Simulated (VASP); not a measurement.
Set up this calculation in VASP 6.6.1, as the native input.

```yaml
Task: relaxation of cell and atoms
Functional: PBE
Potentials_or_basis: VASP PAW PBE potentials, release 64 (Al, Sn_d)
Cutoff: 600 eV
k_mesh: 3 × 3 × 4
Occupations: gaussian, width 0.1 eV
Spin: no spin polarisation
Dipole_correction: no
Further_INCAR_settings: ALGO = Normal; EDIFF = 1e-07; IBRION = 2; EDIFFG = -0.04; NSW = 90; ISIF = 3
```

The structure of AlSn lies in POSCAR:

```
AlSn
1.0
    6.2158996900      0.0000000000      0.0000000000
   -3.1079498400      5.3831270400      0.0000000000
    0.0000000000      0.0000000000      4.4946594700
Al Sn
3 3
Direct
    0.0000000000      0.0000000000      0.0000000000
    0.3333333300      0.6666666700      0.0000000000
    0.6666666700      0.3333333300      0.0000000000
    0.5000000000      0.0000000000      0.0000000000
    0.0000000000      0.5000000000      0.0000000000
    0.5000000000      0.5000000000      0.0000000000
```

The cell was built from a structure type or drawn by symmetry, and may not be a known phase.

The input as run:

INCAR

```
ALGO = Normal
EDIFF = 1E-7
EDIFFG = -0.04
ENCUT = 600
GGA = PE
IBRION = 2
ISIF = 3
ISMEAR = 0
LASPH = T
LCHARG = F
LREAL = F
LWAVE = F
NELM = 60
NSW = 90
PREC = Accurate
SIGMA = 0.1
```

KPOINTS

```
k-points
0
Gamma
  3 3 4
```

Potentials or basis: VASP PAW PBE potentials, release 64 (Al, Sn_d).

The run is started by

```console
$ cat potpaw_PBE.64/Al/POTCAR potpaw_PBE.64/Sn_d/POTCAR > POTCAR
$ mpirun -np 1 vasp_std > vasp.out
```

Results of the run:

The relaxed volume is 36.61 Å³/atom and the relaxed cell is a = 9.413 Å, b = 9.413 Å, c = 2.863 Å, α = 90.00°, β = 90.00°, γ = 120.00°. The space group after relaxing (to 0.1 Å) is P6/mmm (No. 191), the energy gained by relaxing is 6794.9 meV/atom and the ionic steps are 23. The pressure after relaxing is 0.0 GPa. The band gap on the k mesh is zero (an odd number of electrons rules out a gap without spin polarisation).

Caveat: the k points lie up to 0.55 Å⁻¹ apart in the final cell, too coarse for converged energies and pressures of a metal; the volume moved by over 15 % at a fixed basis, so the end points are rough; spin-orbit coupling is left out, which moves the levels of the heavy elements.

It took 34 min on 1 thread of Intel Xeon 8259CL, with other jobs on the host, peak memory 0.32 GiB.
